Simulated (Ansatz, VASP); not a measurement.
# In2TeS in VASP and in Ansatz

Contents of INCAR:

```
SYSTEM = In2TeS
  PREC = Accurate
  ENCUT = 600
  EDIFF = 1E-7
  ISMEAR = 0
  SIGMA = 0.1
  LREAL = .False.
  LASPH = .True.
  NELM = 80
  ALGO = Normal
  ISIF = 3
  LWAVE = .False.
  LCHARG = .False.
  GGA = PE
  IBRION = 2
  NSW = 90
  EDIFFG = -0.04
```

File KPOINTS:

```
Automatic mesh
0
Gamma
  6 6 2
  0 0 0
```

POSCAR

```
In2TeS
1.0
    3.9525546900      0.0000000000      0.0000000000
   -1.9762773400      3.4230127700      0.0000000000
    0.0000000000      0.0000000000      8.3141527800
In Te S
2 1 1
Direct
    0.6666666700      0.3333333300      0.2560527100
    0.6666666700      0.3333333300      0.7439472900
    0.0000000000      0.0000000000      0.0000000000
    0.6666666700      0.3333333300      0.0000000000
```

Input for Ansatz:

```yaml
crystal:
  lattice:
    - [3.95255469, 0.0, 0.0]
    - [-1.97627734, 3.42301277, 0.0]
    - [0.0, 0.0, 8.31415278]
  atoms:
    - { symbol: In, position: [0.66666667, 0.33333333, 0.25605271] }
    - { symbol: In, position: [0.66666667, 0.33333333, 0.74394729] }
    - { symbol: Te, position: [0.0, 0.0, 0.0] }
    - { symbol: S, position: [0.66666667, 0.33333333, 0.0] }
basis:
  ecutwfc: 420
kpoints:
  mp_grid: { grid: [6, 6, 2] }
hamiltonian:
  xc: pbe
scf:
  occupations: { method: gaussian, width: 0.1 }
  lower_state_search: "off"
output:
  forces: true
  stress: true
  eigenvalues: true
relax:
  adjacent_minimum: "off"
  f_tol: 0.04
  max_steps: 70
  cell: { stress_tol: 0.4 }
```

Alike in both runs: task relaxation of cell and atoms; functional PBE; k mesh 6 × 6 × 2; occupations gaussian, width 0.1 eV; no spin polarisation.

```csv
,VASP,Ansatz
version,VASP 6.6.1,Ansatz 0.2.0
potentials or method,"VASP PAW PBE potentials, release 64 (In_d, Te, S), cutoff 600 eV","scalar-relativistic, plane waves, PAW"
valence electrons in the cell,38,48
```

|  | VASP | Ansatz | Ansatz less VASP |
| --- | --- | --- | --- |
| gap on the k mesh at the Fermi level, each at its own relaxed structure (eV) | none | none | - |
| relaxed volume (Å³/atom) | 58.17 | 57.30 | -0.871 |
| relaxed cell length with the largest relative difference (Å) | 5.238 | 5.191 | -0.0466 |

A gap of «none» marks a metal or a gap that the smearing closes. VASP's potentials hold 38 valence electrons a cell and Ansatz's 48, so a difference there can come from the potentials and not from the codes.

The k mesh is coarse, so the values compare programs but aren't converged. Spin-orbit coupling is off throughout. Noted on VASP's run: the volume moved by over 15 % at a fixed basis, so the end points are rough.
